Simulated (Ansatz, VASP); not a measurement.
## Two plane-wave programs on Ge

File POSCAR:

```
Ge
1.0
    4.0904100000      0.0000000000      0.0000000000
   -2.0452000000      3.5424000000      0.0000000000
    0.0000000000      0.0000000000      3.3265800000
Ge
2
Direct
    0.6666700000      0.3333300000      0.1408600000
    0.3333300000      0.6666700000      0.8591400000
```

INCAR.step1

```
  ALGO = Normal
  EDIFF = 1E-5
  ENCUT = 520
  GGA = PE
  ISIF = 2
  ISMEAR = -1
  LASPH = T
  LCHARG = F
  LREAL = F
  LWAVE = T
  NBANDS = 21
  NELM = 100
  PREC = Accurate
  SIGMA = 0.05
```

File INCAR.step2:

```
  AEXX = 0.25
  ALGO = Normal
  EDIFF = 1E-6
  ENCUT = 520
  ISIF = 2
  ISMEAR = -1
  ISTART = 1
  LASPH = T
  LCHARG = F
  LHFCALC = T
  LMIXTAU = T
  LREAL = F
  LWAVE = F
  METAGGA = R2SCAN
  NBANDS = 21
  NELM = 100
  PREC = Accurate
  PRECFOCK = Normal
  SIGMA = 0.05
```

File KPOINTS:

```
k-points
0
Gamma
  4 4 4
```

The input input:

```
crystal:
  lattice:
    - [4.09041, 0.0, 0.0]
    - [-2.0452, 3.5424, 0.0]
    - [0.0, 0.0, 3.32658]
  atoms:
    - { symbol: Ge, position: [0.66667, 0.33333, 0.14086] }
    - { symbol: Ge, position: [0.33333, 0.66667, 0.85914] }
hamiltonian:
  xc: r2scan0
  pseudopotentials: { kind: paw }
kpoints:
  mp_grid: { grid: [4, 4, 4] }
scf:
  occupations: { method: fermi_dirac, width: 0.05 }
output:
  forces: true
  stress: true
  eigenvalues: true
```

Alike in both runs: task single point; functional r2SCAN0; k mesh 4 × 4 × 4; occupations fermi-dirac, width 0.05 eV; no spin polarisation.

```csv
,VASP,Ansatz
version,VASP 6.6.1,Ansatz 0.2.0
potentials or method,"VASP PAW PBE potentials, release 64 (Ge_d)",Ansatz PAW
plane-wave cutoff (eV),520,500
valence electrons in the cell,28,28
```

Ansatz gave:

| Property | Result |
| --- | --- |
| gap on the k mesh at the Fermi level (eV) | none |
| pressure (GPa) | -4.8 |
| traceless stress, the component that is largest in VASP (GPa) | -3.08 |
| rms of the force components (eV/Å) | 0.240 |

Q: Which values does VASP return?

A: gap on the k mesh at the Fermi level (eV): none; pressure (GPa): -4.4; traceless stress, the component that is largest in VASP (GPa): -2.57; rms of the force components (eV/Å): 0.313.

VASP's potentials were made for PBE, not for r2SCAN0. Atom by atom the forces differ by 0.081 eV/Å (rms over components). A gap of «none» marks a metal or a gap that the smearing closes.

The k mesh is coarse, so the values compare programs but aren't converged.
